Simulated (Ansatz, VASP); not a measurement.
## One calculation of ZnS, two programs

```
CELL_PARAMETERS angstrom
0.00000 2.69637 2.69637
2.69637 0.00000 2.69637
2.69637 2.69637 0.00000
ATOMIC_POSITIONS crystal
Zn 0.00000 0.00000 0.00000
S 0.75000 0.75000 0.75000
```

Alike in both runs: task single point; functional PBE; dispersion D3(BJ); k mesh 8 × 8 × 8; occupations gaussian, width 0.05 eV; no spin polarisation.

|  | VASP | Ansatz |
| --- | --- | --- |
| version | VASP 6.6.1 | Ansatz 0.2.0 |
| potentials or method | VASP PAW PBE potentials, release 64 (Zn, S), cutoff 520 eV | scalar-relativistic, plane waves, PAW |
| valence electrons in the cell | 18 | 18 |

|  | VASP | Ansatz | Ansatz less VASP |
| --- | --- | --- | --- |
| gap on the k mesh at the Fermi level (eV) | 2.14 | 2.14 | -0.006 |
| least direct gap on the mesh (eV) | 2.14 | 2.14 | -0.006 |
| pressure (GPa) | -0.5 | -0.7 | -0.17 |
